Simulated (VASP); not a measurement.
Runs of VASP 6.6.1 on Te. The structure is that of space group Pm-3m (No. 221), or close to it. The cells are those of the table. This isn't the form of Te at room conditions, which is trigonal, of chains.

```csv
spin,cell,k mesh,gap on the mesh (eV),pressure (GPa)
off,"a = 3.244 Å, 1 atom",11 × 11 × 11,none,-1.9
off,"a = 3.159 Å, 1 atom",11 × 11 × 11,none,2.2
off,"a = 3.202 Å, 1 atom",11 × 11 × 11,none,(b)
"non-collinear, zero start, SOC","a = 3.202 Å, 1 atom",10 × 10 × 10,-,(a)
off,"a = 3.114 Å, 1 atom",11 × 11 × 11,none,5.0
```

Alike in all rows: task single point; level PBE; potentials or basis VASP PAW PBE potentials, release 64 (Te); cutoff (eV) 520; smearing fermi-dirac 0.1 eV.

Q: Estimate the missing entries.

A: (a) 0.3; (b) -0.1.

Caveats: spin-orbit coupling is left out, which moves the levels of the heavy elements (at least some runs); the cell stands under pressure (at least some runs).

A k mesh can miss the band edges, and rows without SOC leave out spin-orbit coupling on Te.

A gap of «none» marks levels without a gap at the run's occupations.
